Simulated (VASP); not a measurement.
# Si2C (Immm) in VASP: relaxation of cell and atoms with PBE

Aim: the relaxation of cell and atoms of Si2C with PBE.

Program: VASP 6.6.1. These are calculated values, not measurements. Logs are shortened: lines on timing, memory, paths and dates and some standing lists are left out, and cuts for length are marked.

## Step 1: The cell of the first run

Symmetry: Immm, No. 71, orthorhombic system. Conventional cell: a = 3.901 Å, b = 7.072 Å, c = 8.736 Å, α = 90.00°, β = 90.00°, γ = 90.00°. Si (site symmetry m) has 1 C at 1.90 Å and 3 Si at 2.36 to 2.40 Å within 2.5 Å. C (site symmetry m2m) has 1 C at 1.38 Å within 1.8 Å.

The cell was generated, and may not be a known phase.

## Step 2: Relaxation of cell and atoms, PBE

The input, INCAR:

```
SYSTEM = Si2C
PREC = Accurate ; ENCUT = 600
EDIFF = 1E-6 ; ISMEAR = 0
SIGMA = 0.02 ; LREAL = .FALSE.
LASPH = .TRUE. ; NELM = 80
ALGO = Normal ; ISIF = 3
LWAVE = .FALSE. ; LCHARG = .FALSE.
GGA = PE ; IBRION = 2
NSW = 100 ; EDIFFG = -0.01
```

The input, KPOINTS:

```
regular mesh
0
G
  8 8 8
  0 0 0
```

The input, POSCAR:

```
Si2C
1.0
   -1.9507082803      3.5359718147      4.3680631508
    1.9507082803     -3.5359718147      4.3680631508
    1.9507082803      3.5359718147     -4.3680631508
Si C
4 2
Direct
    0.8797184867      0.2101189865      0.6695995002
    0.4594805137      0.7898810135      0.6695995002
    0.5405194863      0.2101189865      0.3304004998
    0.1202815133      0.7898810135      0.3304004998
    0.4021961456      0.0000000000      0.4021961456
    0.5978038544      0.0000000000      0.5978038544
```

Potentials or basis: VASP PAW PBE potentials, release 64 (Si, C).

On the command line:

```sh
> cat potpaw_PBE.64/Si/POTCAR potpaw_PBE.64/C/POTCAR > POTCAR
> mpirun -np 1 vasp_std > vasp.out
```

OUTCAR:

```text
SYSTEM = Si2C
   PREC = Accurate
   ENCUT = 600
   EDIFF = 1E-6
   ISMEAR = 0
   LREAL = .FALSE.
   LASPH = .TRUE.
   NELM = 80
   ISIF = 3
   GGA = PE
   IBRION = 2
   NSW = 100
   EDIFFG = -0.01

 ion  position               nearest neighbor table
   1  0.880  0.210  0.670-   6 1.90   4 2.36   4 2.36   3 2.40
   2  0.459  0.790  0.670-   6 1.90   3 2.36   3 2.36   4 2.40
   3  0.541  0.210  0.330-   5 1.90   2 2.36   2 2.36   1 2.40
   4  0.120  0.790  0.330-   5 1.90   1 2.36   1 2.36   2 2.40
   5  0.402  0.000  0.402-   6 1.38   4 1.90   3 1.90
   6  0.598  0.000  0.598-   5 1.38   2 1.90   1 1.90

  LATTYP: Found a body centered orthorhombic cell.
 ALAT       =     3.9014165606
 B/A-ratio  =     1.8126604836
 C/A-ratio  =     2.2392190544

  Lattice vectors:

 A1 = (  -1.9507082803,   3.5359718147,   4.3680631508)
 A2 = (   1.9507082803,  -3.5359718147,   4.3680631508)
 A3 = (   1.9507082803,   3.5359718147,  -4.3680631508)

Analysis of symmetry for initial positions (statically):
=====================================================================
 Subroutine PRICEL returns:
 Original cell was already a primitive cell.

 Routine SETGRP: Setting up the symmetry group for a
 body centered orthorhombic supercell.

 Subroutine GETGRP returns: Found  8 space group operations
 (whereof  8 operations were pure point group operations)
 out of a pool of  8 trial point group operations.

The static configuration has the point symmetry D_2h.

Analysis of symmetry for dynamics (positions and initial velocities):
=====================================================================
 Subroutine PRICEL returns:
 Original cell was already a primitive cell.

 Routine SETGRP: Setting up the symmetry group for a
 body centered orthorhombic supercell.

 Subroutine GETGRP returns: Found  8 space group operations
 (whereof  8 operations were pure point group operations)
 out of a pool of  8 trial point group operations.

The dynamic configuration has the point symmetry D_2h.

 Subroutine INISYM returns: Found  8 space group operations
 (whereof  8 operations are pure point group operations),
 and found     1 'primitive' translations

----------------------------------------------------------------------------------------

                                     Primitive cell

  volume of cell :     120.5175

  direct lattice vectors                    reciprocal lattice vectors
    -1.950708280  3.535971815  4.368063151     0.000000000  0.141403842  0.114467210
     1.950708280 -3.535971815  4.368063151     0.256317157  0.000000000  0.114467210
     1.950708280  3.535971815 -4.368063151     0.256317157  0.141403842  0.000000000

  length of vectors
     5.948809558  5.948809558  5.948809558     0.181927976  0.280715562  0.292734575

  position of ions in fractional coordinates (direct lattice)
     0.879718487  0.210118986  0.669599500
     0.459480514  0.789881014  0.669599500
     0.540519486  0.210118986  0.330400500
     0.120281513  0.789881014  0.330400500
     0.402196146  0.000000000  0.402196146
     0.597803854  0.000000000  0.597803854

  ion indices of the primitive-cell ions
   primitive index   ion index
                 1           1
                 2           2
                 3           3
                 4           4
                 5           5
                 6           6

----------------------------------------------------------------------------------------

 KPOINTS: regular mesh

Automatic generation of k-mesh.
 Grid dimensions read from file:
 generate k-points for:    8    8    8

 Generating k-lattice:

  Cartesian coordinates                     Fractional coordinates (reciprocal lattice)
     0.000000000  0.017675480  0.014308401     0.125000000  0.000000000 -0.000000000
     0.032039645  0.000000000  0.014308401     0.000000000  0.125000000  0.000000000
     0.032039645  0.017675480  0.000000000    -0.000000000  0.000000000  0.125000000

  Length of vectors
     0.022740997  0.035089445  0.036591822

  Shift w.r.t. Gamma in fractional coordinates (k-lattice)
     0.000000000  0.000000000  0.000000000

 Subroutine IBZKPT returns following result:
 ===========================================

 Found     95 irreducible k-points:

 Following reciprocal coordinates:
            Coordinates               Weight
  0.000000  0.000000  0.000000      1.000000
  0.125000  0.000000  0.000000      4.000000
  0.250000  0.000000  0.000000      4.000000
  0.375000  0.000000  0.000000      4.000000
  0.500000  0.000000  0.000000      2.000000
  0.000000  0.125000  0.000000      4.000000
[... 16 lines left out ...]
  0.125000  0.375000  0.000000      8.000000
  0.250000  0.375000  0.000000      8.000000
 [... further k-points ...]
   k-points           NKPTS =     95   k-points in BZ     NKDIM =     95   number of bands    NBANDS=     16
   number of dos      NEDOS =    301   number of ions     NIONS =      6
   total plane-waves  NPLWV = 110592
   dimension x,y,z NGX =    48 NGY =   48 NGZ =   48
   dimension x,y,z NGXF=    96 NGYF=   96 NGZF=   96
   ions per type =               4   2
   NGX,Y,Z   is equivalent  to a cutoff of  13.41, 13.41, 13.41 a.u.
   NGXF,Y,Z  is equivalent  to a cutoff of  26.83, 26.83, 26.83 a.u.
 SYSTEM =  Si2C
   PREC   = accura    normal or accurate (medium, high low for compatibility)
   ISTART =      0    job   : 0-new  1-cont  2-samecut
   ICHARG =      2    charge: 1-file 2-atom 10-const
   ISPIN  =      1    spin polarized calculation?
   LNONCOLLINEAR =      F non collinear calculations
   LSORBIT =      F    spin-orbit coupling
   LASPH  =      T    aspherical Exc in radial PAW
   ENCUT  =  600.0 eV  44.10 Ry    6.64 a.u.  11.88 11.88 11.88*2*pi/ulx,y,z
   NELM   =     80;   NELMIN=  2; NELMDL= -5     # of ELM steps
   EDIFF  = 0.1E-05   stopping-criterion for ELM
   LREAL  =      F    real-space projection
   EDIFFG = -.1E-01   stopping-criterion for IOM
   NSW    =    100    number of steps for IOM
   IBRION =      2    ionic relax: 0-MD 1-quasi-New 2-CG
   NFREE  =      1    steps in history (QN), initial steepest desc. (CG)
   ISIF   =      3    stress and relaxation
   ISYM   =      2    0-nonsym 1-usesym 2-fastsym
   POTIM  = 0.5000    time-step for ionic-motion
   TEBEG  =    0.0;   TEEND  =   0.0 temperature during run
   PSTRESS=    0.0 pullay stress
   NELECT =      24.0000    total number of electrons
   NUPDOWN=      -1.0000    fix difference up-down
   EMIN   =  10.00;   EMAX   =-10.00  energy-range for DOS
   EFERMI =   0.00;   METHOD = LEGACY
   ISMEAR =     0;   SIGMA  =   0.02  broadening in eV -4-tet -1-fermi 0-gaus
   EFERMI_NEDOS =   21; number of points for ismear=-14 and -15
   IALGO  =     38    algorithm
   IMIX   =      4    mixing-type and parameters
     AMIX     =   0.40;   BMIX     =  1.00
     AMIX_MAG =   1.60;   BMIX_MAG =  1.00
  volume/ion in A,a.u.               =      20.09       135.55
  Fermi-wavevector in a.u.,A,eV,Ry     =   0.956009  1.806595 12.435084  0.913953
  Thomas-Fermi vector in A             =   2.084898
   LORBIT       =      0    0 simple, 1 ext, 2 COOP (PROOUT), +10 PAW based schemes
   GGA     = PE    functional components
   LHFCALC =     F    Hartree Fock is set to
   AEXX    =    0.0000 exact exchange contribution
   IVDW    =     0    specifies the selected vdW correction
   LEPSILON=     F    determine dielectric tensor
   LRPA    =     F    only Hartree local field effects (RPA)
 conjugate gradient relaxation of ions
 non-spin polarized calculation
 Gauss-broadening in eV      SIGMA  =   0.02
  energy-cutoff  :      600.00
  volume of cell :      120.52
 maximum number of plane-waves:      4042
   NGX = 23   NGY = 23   NGZ = 23

--------------------------------------- Ionic step        1  -------------------------------------------

 number of electron      23.9999999 magnetization

 Free energy of the ion-electron system (eV)
  ---------------------------------------------------
  ext. energy  EPLUGINS =         0.00000000
  ---------------------------------------------------
  free energy    TOTEN  =       -37.39860423 eV

  energy without entropy =      -37.39860423  energy(sigma->0) =      -37.39860423

------------------------ aborting loop because EDIFF is reached ----------------------------------------

  FORCE on cell =-STRESS in cart. coord.  units (eV):
  Direction    XX          YY          ZZ          XY          YZ          ZX
  --------------------------------------------------------------------------------------
  -------------------------------------------------------------------------------------
  Total       -0.1131785      0.0732138     -0.0842550      0.0000000      0.0000000      0.0000000
  in kB       -1.5046116      0.9733147     -1.1200987      0.0000000      0.0000000      0.0000000
  external PRESSURE =      -0.5504652 kB  Pullay stress =       0.0000000 kB
[... 145 lines left out ...]
  energy  without entropy=      -37.3987183149  energy(sigma->0) =      -37.39871831

--------------------------------------- Ionic step        5  -------------------------------------------

 number of electron      23.9999999 magnetization

 Free energy of the ion-electron system (eV)
  ---------------------------------------------------
  ext. energy  EPLUGINS =         0.00000000
  ---------------------------------------------------
  free energy    TOTEN  =       -37.39872194 eV

  energy without entropy =      -37.39872194  energy(sigma->0) =      -37.39872194

 E-fermi :   3.7947     XC(G=0):  -8.3662

 val. band max:        3.6624946150   @ k =   0.5000   0.5000   0.5000
 cond. band min:       4.7197888705   @ k =   0.0000   0.0000   0.0000
 fundamental gap:      1.0572942556
 Fermi energy:         3.7947471923

 k-point     1 :       0.0000    0.0000    0.0000
  band No.  band energies     occupation
      1     -11.5553      2.00000
      2      -5.7856      2.00000
      3      -5.4387      2.00000
      4      -5.0779      2.00000
      5      -5.0050      2.00000
      6       0.0948      2.00000
[... 8 lines left out ...]
     15       6.4797      0.00000
     16       6.7471      0.00000
[... 420 lines left out ...]
  band No.  band energies     occupation
      1     -11.3336      2.00000
      2      -6.3758      2.00000
      3      -5.5138      2.00000
      4      -3.8834      2.00000
      5      -2.7219      2.00000
      6      -1.6485      2.00000
[... 8 lines left out ...]
     15       6.4330      0.00000
     16       7.2399      0.00000

 [... further k-points ...]
[... 5 lines left out ...]
  --------------------------------------------------------------------------------------
  -------------------------------------------------------------------------------------
  Total       -0.0282452      0.0336190      0.0467298      0.0000000      0.0000000      0.0000000
  in kB       -0.3759895      0.4475232      0.6220505      0.0000000      0.0000000      0.0000000
  external PRESSURE =       0.2311947 kB  Pullay stress =       0.0000000 kB
[... 21 lines left out ...]
  FREE ENERGIE OF THE ION-ELECTRON SYSTEM (eV)
  ---------------------------------------------------
  free  energy   TOTEN  =       -37.3987219411 eV

  energy  without entropy=      -37.3987219411  energy(sigma->0) =      -37.39872194

 reached required accuracy - stopping structural energy minimisation
```

It took 7.1 min on 1 thread of Intel Xeon 6975P-C (Granite Rapids), shared host; peak memory 0.45 GiB.

What came out:

- Free energy: -37.3987 eV
- Relaxed volume: 20.06 Å³/atom
- Relaxed cell: a = 5.947 Å, b = 5.947 Å, c = 5.947 Å, α = 141.74°, β = 107.02°, γ = 85.53°
- Space group after relaxing (to 0.1 Å): Immm (No. 71)
- Energy gained by relaxing: 0.0 meV/atom
- Ionic steps: 5
- Pressure after relaxing: 0.0 GPa
- Largest force after relaxing: 0.006 eV/Å
- Band gap on the k mesh: 1.06 eV (least direct gap 1.11 eV)

Forces in eV/Å, atoms in the order of the input:
```
Si   0.000 -0.001  0.006
Si   0.000 -0.001 -0.006
Si   0.000  0.001  0.006
Si   0.000  0.001 -0.006
C    0.000  0.002  0.000
C    0.000 -0.002  0.000
```

Stress tensor (GPa, compression positive):
```
-0.04  0.00  0.00
 0.00  0.04  0.00
 0.00  0.00  0.06
```

The path:
```
step  energy change (eV)  largest force (eV/Å)  pressure (GPa)  volume (Å³)
   1              0.0000                0.0529           -0.06       120.52
   2              0.0003                0.1861           -0.10       120.40
   3             -0.0001                0.0191           -0.07       120.48
   4             -0.0001                0.0081            0.05       120.32
   5             -0.0001                0.0062            0.02       120.36
```

Final structure:
```
Si C
1.0
    -1.94894    3.53633    4.36584
     1.94894   -3.53633    4.36584
     1.94894    3.53633   -4.36584
Si C
4 2
Cartesian
  0.0000 4.7356 1.8345
  1.9489 1.1992 2.5314
  0.0000 2.3371 1.8345
  1.9489 -1.1992 2.5314
  0.0000 2.8440 0.0000
  0.0000 4.2287 0.0000
```

A k mesh can miss the band edges.
